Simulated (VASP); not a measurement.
# GaN (F-43m) in VASP: settings compared

GaN is run at these levels: PBE, RPBE; tasks: single point.

All numbers are computed with VASP 6.6.1; they aren't measurements. Logs are shortened: lines on timing, memory, paths and dates and some standing lists are left out, and cuts for length are marked.

### 1 The cell of the first run

Symmetry: F-43m, No. 216, cubic system. Conventional cell: a = 4.507 Å, b = 4.507 Å, c = 4.507 Å, α = 90.00°, β = 90.00°, γ = 90.00°. Ga (site symmetry -43m) has 4 N at 1.95 Å within 2.6 Å. N (site symmetry -43m) has 4 Ga at 1.95 Å within 2.6 Å.

### 2 Single point, PBE

Input file INCAR:

```
SYSTEM = GaN
PREC = Accurate ; ENCUT = 520
EDIFF = 1E-6 ; ISMEAR = -1
SIGMA = 0.04 ; LREAL = .False.
LASPH = .True. ; NELM = 80
ALGO = Normal ; ISIF = 2
LWAVE = .False. ; LCHARG = .True.
GGA = PE ; LELF = .True.
LVHAR = .True. ; NBANDS = 16
```

Input file KPOINTS:

```
regular mesh
0
Gamma
  4 4 4
  0 0 0
```

Input file POSCAR:

```
GaN
1.0
    0.0000000000      2.2535006075      2.2535006075
    2.2535006075      0.0000000000      2.2535006075
    2.2535006075      2.2535006075      0.0000000000
Ga N
1 1
Direct
    0.0000000000      0.0000000000      0.0000000000
    0.2500000000      0.2500000000      0.2500000000
```

Potentials or basis: VASP PAW PBE potentials, release 64 (Ga_d, N).

Started as:

```
$ cat potpaw_PBE.64/Ga_d/POTCAR potpaw_PBE.64/N/POTCAR > POTCAR
$ mpirun -np 1 vasp_std > vasp.out
```

OUTCAR:

```text
SYSTEM = GaN
   PREC = Accurate
   ENCUT = 520
   EDIFF = 1E-6
   ISMEAR = -1
   LREAL = .False.
   LASPH = .True.
   NELM = 80
   ISIF = 2
   GGA = PE

 ion  position               nearest neighbor table
   1  0.000  0.000  0.000-   2 1.95   2 1.95   2 1.95   2 1.95
   2  0.250  0.250  0.250-   1 1.95   1 1.95   1 1.95   1 1.95

  LATTYP: Found a face centered cubic cell.
 ALAT       =     4.5070012150

  Lattice vectors:

 A1 = (   0.0000000000,   2.2535006075,   2.2535006075)
 A2 = (   2.2535006075,   0.0000000000,   2.2535006075)
 A3 = (   2.2535006075,   2.2535006075,   0.0000000000)

Analysis of symmetry for initial positions (statically):
=====================================================================
 Subroutine PRICEL returns:
 Original cell was already a primitive cell.

 Routine SETGRP: Setting up the symmetry group for a
 face centered cubic supercell.

 Subroutine GETGRP returns: Found 24 space group operations
 (whereof 24 operations were pure point group operations)
 out of a pool of 48 trial point group operations.

The static configuration has the point symmetry T_d .

Analysis of symmetry for dynamics (positions and initial velocities):
=====================================================================
 Subroutine PRICEL returns:
 Original cell was already a primitive cell.

 Routine SETGRP: Setting up the symmetry group for a
 face centered cubic supercell.

 Subroutine GETGRP returns: Found 24 space group operations
 (whereof 24 operations were pure point group operations)
 out of a pool of 48 trial point group operations.

The dynamic configuration has the point symmetry T_d .

 Subroutine INISYM returns: Found 24 space group operations
 (whereof 24 operations are pure point group operations),
 and found     1 'primitive' translations

----------------------------------------------------------------------------------------

                                     Primitive cell

  volume of cell :      22.8877

  direct lattice vectors                    reciprocal lattice vectors
     0.000000000  2.253500607  2.253500607    -0.221877020  0.221877020  0.221877020
     2.253500607  0.000000000  2.253500607     0.221877020 -0.221877020  0.221877020
     2.253500607  2.253500607  0.000000000     0.221877020  0.221877020 -0.221877020

  length of vectors
     3.186931122  3.186931122  3.186931122     0.384302272  0.384302272  0.384302272

  position of ions in fractional coordinates (direct lattice)
     0.000000000  0.000000000  0.000000000
     0.250000000  0.250000000  0.250000000

  ion indices of the primitive-cell ions
   primitive index   ion index
                 1           1
                 2           2

----------------------------------------------------------------------------------------

 KPOINTS: regular mesh

Automatic generation of k-mesh.
 Grid dimensions read from file:
 generate k-points for:    4    4    4

 Generating k-lattice:

  Cartesian coordinates                     Fractional coordinates (reciprocal lattice)
    -0.055469255  0.055469255  0.055469255     0.250000000  0.000000000  0.000000000
     0.055469255 -0.055469255  0.055469255     0.000000000  0.250000000  0.000000000
     0.055469255  0.055469255 -0.055469255     0.000000000  0.000000000  0.250000000

  Length of vectors
     0.096075568  0.096075568  0.096075568

  Shift w.r.t. Gamma in fractional coordinates (k-lattice)
     0.000000000  0.000000000  0.000000000

 Subroutine IBZKPT returns following result:
 ===========================================

 Found      8 irreducible k-points:

 Following reciprocal coordinates:
            Coordinates               Weight
  0.000000  0.000000  0.000000      1.000000
  0.250000  0.000000  0.000000      8.000000
  0.500000  0.000000  0.000000      4.000000
  0.250000  0.250000  0.000000      6.000000
  0.500000  0.250000  0.000000     24.000000
 -0.250000  0.250000  0.000000     12.000000
  0.500000  0.500000  0.000000      3.000000
 -0.250000  0.500000  0.250000      6.000000
   k-points           NKPTS =      8   k-points in BZ     NKDIM =      8   number of bands    NBANDS=     16
   number of dos      NEDOS =    301   number of ions     NIONS =      2
   total plane-waves  NPLWV =  13824
   dimension x,y,z NGX =    24 NGY =   24 NGZ =   24
   dimension x,y,z NGXF=    48 NGYF=   48 NGZF=   48
   ions per type =               1   1
   NGX,Y,Z   is equivalent  to a cutoff of  12.52, 12.52, 12.52 a.u.
   NGXF,Y,Z  is equivalent  to a cutoff of  25.04, 25.04, 25.04 a.u.
 SYSTEM =  GaN
   PREC   = accura    normal or accurate (medium, high low for compatibility)
   ISTART =      0    job   : 0-new  1-cont  2-samecut
   ICHARG =      2    charge: 1-file 2-atom 10-const
   ISPIN  =      1    spin polarized calculation?
   LNONCOLLINEAR =      F non collinear calculations
   LSORBIT =      F    spin-orbit coupling
   LASPH  =      T    aspherical Exc in radial PAW
   ENCUT  =  520.0 eV  38.22 Ry    6.18 a.u.   5.93  5.93  5.93*2*pi/ulx,y,z
   NELM   =     80;   NELMIN=  2; NELMDL= -5     # of ELM steps
   EDIFF  = 0.1E-05   stopping-criterion for ELM
   LREAL  =      F    real-space projection
   EDIFFG = 0.1E-04   stopping-criterion for IOM
   NSW    =      0    number of steps for IOM
   IBRION =     -1    ionic relax: 0-MD 1-quasi-New 2-CG
   NFREE  =      0    steps in history (QN), initial steepest desc. (CG)
   ISIF   =      2    stress and relaxation
   ISYM   =      2    0-nonsym 1-usesym 2-fastsym
   POTIM  = 0.5000    time-step for ionic-motion
   TEBEG  =    0.0;   TEEND  =   0.0 temperature during run
   PSTRESS=    0.0 pullay stress
   NELECT =      18.0000    total number of electrons
   NUPDOWN=      -1.0000    fix difference up-down
   EMIN   =  10.00;   EMAX   =-10.00  energy-range for DOS
   EFERMI =   0.00;   METHOD = LEGACY
   ISMEAR =    -1;   SIGMA  =   0.04  broadening in eV -4-tet -1-fermi 0-gaus
   EFERMI_NEDOS =   21; number of points for ismear=-14 and -15
   IALGO  =     38    algorithm
   IMIX   =      4    mixing-type and parameters
     AMIX     =   0.40;   BMIX     =  1.00
     AMIX_MAG =   1.60;   BMIX_MAG =  1.00
  volume/ion in A,a.u.               =      11.44        77.23
  Fermi-wavevector in a.u.,A,eV,Ry     =   1.511117  2.855596 31.068543  2.283473
  Thomas-Fermi vector in A             =   2.621216
   LORBIT       =      0    0 simple, 1 ext, 2 COOP (PROOUT), +10 PAW based schemes
   GGA     = PE    functional components
   LHFCALC =     F    Hartree Fock is set to
   AEXX    =    0.0000 exact exchange contribution
   IVDW    =     0    specifies the selected vdW correction
   LEPSILON=     F    determine dielectric tensor
   LRPA    =     F    only Hartree local field effects (RPA)
 non-spin polarized calculation
  energy-cutoff  :      520.00
  volume of cell :       22.89
 maximum number of plane-waves:       636
   NGX = 11   NGY = 11   NGZ = 11

 number of electron      18.0000004 magnetization

 Free energy of the ion-electron system (eV)
  ---------------------------------------------------
  ext. energy  EPLUGINS =         0.00000000
  ---------------------------------------------------
  free energy    TOTEN  =       -12.07966704 eV

  energy without entropy =      -12.07966704  energy(sigma->0) =      -12.07966704

 E-fermi :   6.2281     XC(G=0): -11.6560

 val. band max:        5.3290123284   @ k =   0.0000   0.0000   0.0000
 cond. band min:       7.0335294856   @ k =   0.0000   0.0000   0.0000
 fundamental gap:      1.7045171572
 Fermi energy:         6.2280564436

 k-point     1 :       0.0000    0.0000    0.0000
  band No.  band energies     occupation
      1     -10.6176      2.00000
      2      -8.1605      2.00000
      3      -8.1605      2.00000
      4      -8.1605      2.00000
      5      -7.8427      2.00000
      6      -7.8427      2.00000
      7       5.3290      2.00000
      8       5.3290      2.00000
      9       5.3290      2.00000
     10       7.0335      0.00000
     11      15.5878      0.00000
     12      15.5878      0.00000
     13      15.5878      0.00000
     14      22.9003      0.00000
     15      24.1432      0.00000
     16      24.1432      0.00000

 k-point     2 :       0.2500    0.0000    0.0000
  band No.  band energies     occupation
      1     -10.0758      2.00000
      2      -8.0998      2.00000
      3      -8.0998      2.00000
      4      -7.8378      2.00000
      5      -7.8378      2.00000
      6      -7.7917      2.00000
      7       1.4585      2.00000
      8       4.8063      2.00000
      9       4.8063      2.00000
     10       9.3720      0.00000
     11      14.0850      0.00000
     12      16.0503      0.00000
     13      16.0503      0.00000
     14      21.3132      0.00000
     15      22.1614      0.00000
     16      22.1614      0.00000

 k-point     3 :       0.5000    0.0000    0.0000
  band No.  band energies     occupation
      1      -9.7174      2.00000
      2      -8.0734      2.00000
      3      -8.0734      2.00000
      4      -7.7954      2.00000
      5      -7.7954      2.00000
      6      -6.5805      2.00000
      7      -1.7331      2.00000
      8       4.3570      2.00000
      9       4.3570      2.00000
     10       9.9387      0.00000
     11      14.0447      0.00000
     12      15.6539      0.00000
     13      15.6539      0.00000
     14      20.9300      0.00000
     15      24.9603      0.00000
     16      24.9603      0.00000

 k-point     4 :       0.2500    0.2500    0.0000
  band No.  band energies     occupation
      1      -9.9212      2.00000
      2      -8.0187      2.00000
      3      -8.0187      2.00000
      4      -7.9960      2.00000
      5      -7.8043      2.00000
      6      -7.6527      2.00000
      7       1.8892      2.00000
      8       3.8354      2.00000
      9       3.8354      2.00000
     10       9.8848      0.00000
     11      12.6884      0.00000
     12      16.9270      0.00000
     13      17.2883      0.00000
     14      17.2883      0.00000
     15      26.6857      0.00000
     16      27.5639      0.00000

 k-point     5 :       0.5000    0.2500    0.0000
  band No.  band energies     occupation
      1      -9.6151      2.00000
      2      -8.0454      2.00000
      3      -7.9614      2.00000
      4      -7.9098      2.00000
      5      -7.7888      2.00000
      6      -6.4164      2.00000
      7      -0.6383      2.00000
      8       2.2078      2.00000
      9       3.4140      2.00000
     10      10.6829      0.00000
     11      12.9756      0.00000
     12      15.6649      0.00000
     13      17.4902      0.00000
     14      19.6405      0.00000
     15      26.4981      0.00000
     16      26.9463      0.00000

 k-point     6 :      -0.2500    0.2500    0.0000
  band No.  band energies     occupation
      1      -9.6970      2.00000
      2      -8.0625      2.00000
      3      -8.0124      2.00000
      4      -7.8569      2.00000
      5      -7.8522      2.00000
      6      -6.8335      2.00000
      7      -0.0083      2.00000
      8       2.0501      2.00000
      9       4.2966      2.00000
     10      11.7725      0.00000
     11      12.8178      0.00000
     12      14.8205      0.00000
     13      16.7573      0.00000
     14      21.6422      0.00000
     15      22.6466      0.00000
     16      26.8358      0.00000

 k-point     7 :       0.5000    0.5000    0.0000
  band No.  band energies     occupation
      1      -9.5498      2.00000
      2      -8.0767      2.00000
      3      -7.8577      2.00000
      4      -7.8577      2.00000
      5      -7.7659      2.00000
      6      -6.1503      2.00000
      7      -0.8186      2.00000
      8       2.6165      2.00000
      9       2.6165      2.00000
     10       8.6425      0.00000
     11      11.9581      0.00000
     12      17.0287      0.00000
     13      19.2693      0.00000
     14      19.2693      0.00000
     15      27.0664      0.00000
     16      29.9065      0.00000

 k-point     8 :      -0.2500    0.5000    0.2500
  band No.  band energies     occupation
      1      -9.5470      2.00000
      2      -8.0131      2.00000
      3      -7.9876      2.00000
      4      -7.8337      2.00000
      5      -7.8319      2.00000
      6      -5.8634      2.00000
      7      -0.3905      2.00000
      8       1.6229      2.00000
      9       1.6725      2.00000
     10      11.5281      0.00000
     11      13.6925      0.00000
     12      15.5639      0.00000
     13      16.4402      0.00000
     14      20.5548      0.00000
     15      24.6545      0.00000
     16      28.9535      0.00000

------------------------ aborting loop because EDIFF is reached ----------------------------------------

  FORCE on cell =-STRESS in cart. coord.  units (eV):
  Direction    XX          YY          ZZ          XY          YZ          ZX
  --------------------------------------------------------------------------------------
  -------------------------------------------------------------------------------------
  Total        0.7167740      0.7167740      0.7167740     -0.0000000     -0.0000000     -0.0000000
  in kB       50.1752757     50.1752757     50.1752757     -0.0000000     -0.0000000     -0.0000000
  external PRESSURE =      50.1752757 kB  Pullay stress =       0.0000000 kB

 VOLUME and BASIS-vectors are now :
 -----------------------------------------------------------------------------
  energy-cutoff  :      520.00
  volume of cell :       22.89
      direct lattice vectors                 reciprocal lattice vectors
     0.000000000  2.253500607  2.253500607    -0.221877020  0.221877020  0.221877020
     2.253500607  0.000000000  2.253500607     0.221877020 -0.221877020  0.221877020
     2.253500607  2.253500607  0.000000000     0.221877020  0.221877020 -0.221877020

 POSITION                                       TOTAL-FORCE (eV/Angst)
 -----------------------------------------------------------------------------------
      0.00000      0.00000      0.00000        -0.000000     -0.000000     -0.000000
      1.12675      1.12675      1.12675         0.000000      0.000000      0.000000
 -----------------------------------------------------------------------------------
    total drift:                                0.000002      0.000002      0.000002

  FREE ENERGIE OF THE ION-ELECTRON SYSTEM (eV)
  ---------------------------------------------------
  free  energy   TOTEN  =       -12.0796670380 eV

  energy  without entropy=      -12.0796670379  energy(sigma->0) =      -12.07966704
```

Run time: 6.1 s. Hardware: 1 thread of Intel Xeon Platinum 8488C (Sapphire Rapids), shared host; peak memory 0.13 GiB.

Results:

| Item | Value |
| --- | --- |
| Free energy | -12.0797 eV |
| Pressure | 5.0 GPa |
| Band gap on the k mesh | 1.70 eV, direct |

Levels at points of the mesh, in eV from the valence-band top:
| k point | band 7 | band 8 | band 9 | band 10 | band 11 | band 12 |
| --- | --- | --- | --- | --- | --- | --- |
| (0.00, 0.00, 0.00) | 0.00 | 0.00 | 0.00 | 1.70 | 10.26 | 10.26 |
| (0.50, 0.00, 0.00) | -7.06 | -0.97 | -0.97 | 4.61 | 8.72 | 10.32 |
| (0.50, 0.50, 0.00) | -6.15 | -2.71 | -2.71 | 3.31 | 6.63 | 11.70 |

Caveat: the k points lie up to 0.60 Å⁻¹ apart.

### 3 Single point, RPBE

Input file INCAR:

```
SYSTEM = GaN
  PREC = Accurate
  ENCUT = 520
  EDIFF = 1E-6
  ISMEAR = -1
  SIGMA = 0.05
  LREAL = .FALSE.
  LASPH = .TRUE.
  NELM = 100
  ALGO = Normal
  ISIF = 2
  LWAVE = .FALSE.
  LCHARG = .FALSE.
  GGA = RP
  NBANDS = 16
```

Input file KPOINTS:

```
Automatic mesh
0
G
  10 10 10
  0 0 0
```

POSCAR is that of step 2.

Potentials or basis: VASP PAW PBE potentials, release 64 (Ga_d, N).

Started as:

```
$ cat potpaw_PBE.64/Ga_d/POTCAR potpaw_PBE.64/N/POTCAR > POTCAR
$ mpirun -np 1 vasp_std > vasp.out
```

OUTCAR:

```text
SYSTEM = GaN
   PREC = Accurate
   ENCUT = 520
   EDIFF = 1E-6
   ISMEAR = -1
   LREAL = .FALSE.
   LASPH = .TRUE.
   NELM = 100
   ISIF = 2
   GGA = RP

 ion  position               nearest neighbor table
   1  0.000  0.000  0.000-   2 1.95   2 1.95   2 1.95   2 1.95
   2  0.250  0.250  0.250-   1 1.95   1 1.95   1 1.95   1 1.95

  LATTYP: Found a face centered cubic cell.
 ALAT       =     4.5070012150

  Lattice vectors:

 A1 = (   0.0000000000,   2.2535006075,   2.2535006075)
[... 624 lines left out ...]
      3      -7.8063      2.00000
      4      -7.8062      2.00000
      5      -7.6507      2.00000
      6      -6.8041      2.00000
[... 8 lines left out ...]
     15      27.8058      0.00000
     16      27.8738      0.00000

 [... further k-points ...]
[... 5 lines left out ...]
  --------------------------------------------------------------------------------------
  -------------------------------------------------------------------------------------
  Total        1.2810322      1.2810322      1.2810322     -0.0000000      0.0000000      0.0000000
  in kB       89.6742184     89.6742184     89.6742184     -0.0000000      0.0000000      0.0000000
  external PRESSURE =      89.6742184 kB  Pullay stress =       0.0000000 kB

 VOLUME and BASIS-vectors are now :
 -----------------------------------------------------------------------------
  energy-cutoff  :      520.00
  volume of cell :       22.89
      direct lattice vectors                 reciprocal lattice vectors
     0.000000000  2.253500607  2.253500607    -0.221877020  0.221877020  0.221877020
     2.253500607  0.000000000  2.253500607     0.221877020 -0.221877020  0.221877020
     2.253500607  2.253500607  0.000000000     0.221877020  0.221877020 -0.221877020

 POSITION                                       TOTAL-FORCE (eV/Angst)
 -----------------------------------------------------------------------------------
      0.00000      0.00000      0.00000        -0.000000      0.000000     -0.000000
      1.12675      1.12675      1.12675         0.000000     -0.000000      0.000000
 -----------------------------------------------------------------------------------
    total drift:                                0.000001      0.000001      0.000001

  FREE ENERGIE OF THE ION-ELECTRON SYSTEM (eV)
  ---------------------------------------------------
  free  energy   TOTEN  =       -11.3038628108 eV

  energy  without entropy=      -11.3038628106  energy(sigma->0) =      -11.30386281
```

Run time: 13 s. Hardware: 1 thread of Intel Xeon Platinum 8488C (Sapphire Rapids), shared host; peak memory 0.14 GiB.

Results:

```yaml
Free_energy: -11.3039 eV
Pressure: 9.0 GPa
Band_gap_on_the_k_mesh: 1.78 eV, direct
```

Levels at points of the mesh, in eV from the valence-band top:
| k point | band 5 | band 6 | band 7 | band 8 | band 9 | band 10 | band 11 | band 12 | band 13 | band 14 |
| --- | --- | --- | --- | --- | --- | --- | --- | --- | --- | --- |
| (0.00, 0.00, 0.00) | -13.13 | -13.13 | 0.00 | 0.00 | 0.00 | 1.78 | 10.37 | 10.37 | 10.37 | 17.78 |
| (0.50, 0.00, 0.00) | -13.08 | -11.91 | -7.00 | -0.96 | -0.96 | 4.72 | 8.82 | 10.43 | 10.43 | 15.78 |
| (0.50, 0.50, 0.00) | -13.05 | -11.49 | -6.09 | -2.69 | -2.69 | 3.41 | 6.76 | 11.84 | 14.07 | 14.07 |

Caveat: the PAW data sets were made with another functional, which shifts forces and pressure a little.
